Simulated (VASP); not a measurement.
# Te2Mo: single point with PBE

The system is Te2Mo.

```
CELL_PARAMETERS angstrom
3.55666 0.00000 0.00000
-1.77833 3.08016 0.00000
0.00000 0.00000 15.33161
ATOMIC_POSITIONS crystal
Te 0.33333 0.66667 0.63207
Te 0.66667 0.33333 0.13207
Te 0.66667 0.33333 0.36793
Te 0.33333 0.66667 0.86793
Mo 0.33333 0.66667 0.25000
Mo 0.66667 0.33333 0.75000
```

| Property | Result |
| --- | --- |
| Program | VASP 6.6.1 |
| Task | single point |
| Functional | PBE |
| Potentials or basis | VASP PAW PBE potentials, release 64 (Te, Mo_sv) |
| Cutoff | 520 eV |
| k mesh | 12 × 12 × 2 |
| Occupations | gaussian, width 0.02 eV |
| Spin | no spin polarisation |

* Pressure: 0.0 GPa
* Largest force: 0.013 eV/Å
* Band gap on the k mesh: 1.02 eV (least direct gap 1.03 eV)

Forces on the atoms (eV/Å):
```
Te   0.000  0.000 -0.013
Te   0.000  0.000 -0.013
Te   0.000  0.000  0.013
Te   0.000  0.000  0.013
Mo   0.000  0.000  0.000
Mo   0.000  0.000  0.000
```

Stress tensor (GPa, compression positive):
```
-0.01  0.00  0.00
 0.00 -0.01  0.00
 0.00  0.00  0.07
```

Levels at points of the mesh, in eV from the valence-band top:
```tsv
k point	band 24	band 25	band 26	band 27	band 28	band 29
(0.00, 0.00, 0.00)	-0.91	-0.76	-0.13	2.98	2.98	3.02
(0.50, 0.00, 0.00)	-0.78	-0.40	-0.32	1.34	1.36	1.60
(0.00, 0.00, 0.50)	-0.92	-0.28	-0.28	2.99	2.99	2.99
(0.50, 0.00, 0.50)	-0.78	-0.36	-0.36	1.35	1.35	1.68
```

Wall time 2 min on 1 thread of Intel(R) Xeon(R) 6975P-C (Granite Rapids) (shared host), peak memory 0.42 GiB.

Caveat: spin-orbit coupling is left out, which moves the levels of the heavy elements; this functional lacks dispersion, which binds layers or chains, so the pressure and a relaxed spacing across them are unreliable. A k mesh can miss the band edges.
